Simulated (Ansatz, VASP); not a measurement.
Two plane-wave programs on Si3Se2

INCAR

```
SYSTEM = Si3Se2
  PREC = Accurate
  ENCUT = 600
  EDIFF = 1E-6
  ISMEAR = 0
  SIGMA = 0.1
  LREAL = .False.
  LASPH = .True.
  NELM = 60
  ALGO = Normal
  ISIF = 3
  LWAVE = .False.
  LCHARG = .False.
  GGA = PE
  IBRION = 2
  NSW = 100
  EDIFFG = -0.01
```

File KPOINTS:

```
regular mesh
0
Gamma
  6 6 6
  0 0 0
```

File POSCAR:

```
Si3Se2
1.0
    3.6157107846      2.0875315948      6.3263541476
   -3.6157107846      2.0875315948      6.3263541476
    0.0000000000     -4.1750631897      6.3263541476
Si Se
6 4
Direct
    0.4802419773      0.0197580227      0.2500000000
    0.2500000000      0.4802419773      0.0197580227
    0.0197580227      0.2500000000      0.4802419773
    0.5197580227      0.9802419773      0.7500000000
    0.7500000000      0.5197580227      0.9802419773
    0.9802419773      0.7500000000      0.5197580227
    0.3462775758      0.3462775758      0.3462775758
    0.1537224242      0.1537224242      0.1537224242
    0.6537224242      0.6537224242      0.6537224242
    0.8462775758      0.8462775758      0.8462775758
```

Input for Ansatz:

```yaml
crystal:
  lattice:
    - [3.6157107846, 2.0875315948, 6.3263541476]
    - [-3.6157107846, 2.0875315948, 6.3263541476]
    - [0.0, -4.1750631897, 6.3263541476]
  atoms:
    - { symbol: Si, position: [0.4802419773, 0.0197580227, 0.25] }
    - { symbol: Si, position: [0.25, 0.4802419773, 0.0197580227] }
    - { symbol: Si, position: [0.0197580227, 0.25, 0.4802419773] }
    - { symbol: Si, position: [0.5197580227, 0.9802419773, 0.75] }
    - { symbol: Si, position: [0.75, 0.5197580227, 0.9802419773] }
    - { symbol: Si, position: [0.9802419773, 0.75, 0.5197580227] }
    - { symbol: Se, position: [0.3462775758, 0.3462775758, 0.3462775758] }
    - { symbol: Se, position: [0.1537224242, 0.1537224242, 0.1537224242] }
    - { symbol: Se, position: [0.6537224242, 0.6537224242, 0.6537224242] }
    - { symbol: Se, position: [0.8462775758, 0.8462775758, 0.8462775758] }
basis:
  ecutwfc: 420
kpoints:
  mp_grid: { grid: [6, 6, 6] }
hamiltonian:
  xc: pbe
scf:
  occupations: { method: gaussian, width: 0.1 }
output:
  forces: true
  stress: true
  eigenvalues: true
relax:
  adjacent_minimum: "off"
  f_tol: 0.01
  max_steps: 80
  cell: { stress_tol: 0.05 }
```

Alike in both runs: task relaxation of cell and atoms; functional PBE; k mesh 6 × 6 × 6; occupations gaussian, width 0.1 eV; no spin polarisation.

|  | VASP | Ansatz |
| --- | --- | --- |
| version | VASP 6.6.1 | Ansatz 0.2.0 |
| potentials or method | VASP PAW PBE potentials, release 64 (Si, Se), cutoff 600 eV | scalar-relativistic, plane waves, PAW |
| valence electrons in the cell | 48 | 88 |

|  | VASP | Ansatz | Ansatz less VASP |
| --- | --- | --- | --- |
| gap on the k mesh at the Fermi level, each at its own relaxed structure (eV) | none | none | - |
| relaxed volume (Å³/atom) | 28.66 | 28.65 | -0.008 |
| relaxed length of the cell vector where the two differ most in proportion (Å) | 7.585 | 7.580 | -0.0055 |

A gap of «none» marks a metal or a gap that the smearing closes. VASP's potentials hold 48 valence electrons a cell and Ansatz's 88, so a difference there can come from the potentials and not from the codes.
